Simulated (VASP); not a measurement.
MnO, 4 atoms in the cell. Symmetry: P6_3mc, No. 186, hexagonal system. Conventional cell: a = 3.436 Å, b = 3.436 Å, c = 5.367 Å, α = 90.00°, β = 90.00°, γ = 120.00°. Within 2.7 Å of Mn (site symmetry 3m) lie 4 O at 2.07 to 2.09 Å. Within 2.7 Å of O (site symmetry 3m) lie 4 Mn at 2.07 to 2.09 Å. 

| Property | Result |
| --- | --- |
| Program | VASP 6.6.1 |
| Task | relaxation of shape and atoms at fixed volume |
| Functional | PBE |
| Dispersion | D3(BJ) |
| Potentials or basis | VASP PAW PBE potentials, release 64 (Mn_pv, O) |
| Cutoff | 600 eV |
| k mesh | 8 × 8 × 4 |
| Occupations | gaussian, width 0.05 eV |
| Spin | collinear spin, ferromagnetic start |
| Starting moments | [4.5, 4.5, 0.14, 0.14] μB |
| Hubbard terms | Mn d U = 3.9 eV |
| Dipole correction | no |
| Further INCAR settings | ALGO = Normal; EDIFF = 1e-07; IBRION = 2; EDIFFG = -0.01; NSW = 60; ISIF = 4 |

Potentials or basis: VASP PAW PBE potentials, release 64 (Mn_pv, O).

Command:

```bash
$ cat potpaw_PBE.64/Mn_pv/POTCAR potpaw_PBE.64/O/POTCAR > POTCAR
$ mpirun -np 1 vasp_std > vasp.out
```

Hardware: 1 thread of Intel(R) Xeon(R) 6975P-C (Granite Rapids), with other jobs on the host.

Estimate the wall time of this run.

Wall time 4.1 min on 1 thread of Intel(R) Xeon(R) 6975P-C (Granite Rapids), with other jobs on the host, peak memory 0.27 GiB. Counts: scf iterations 82, k points 30, ion steps 9.
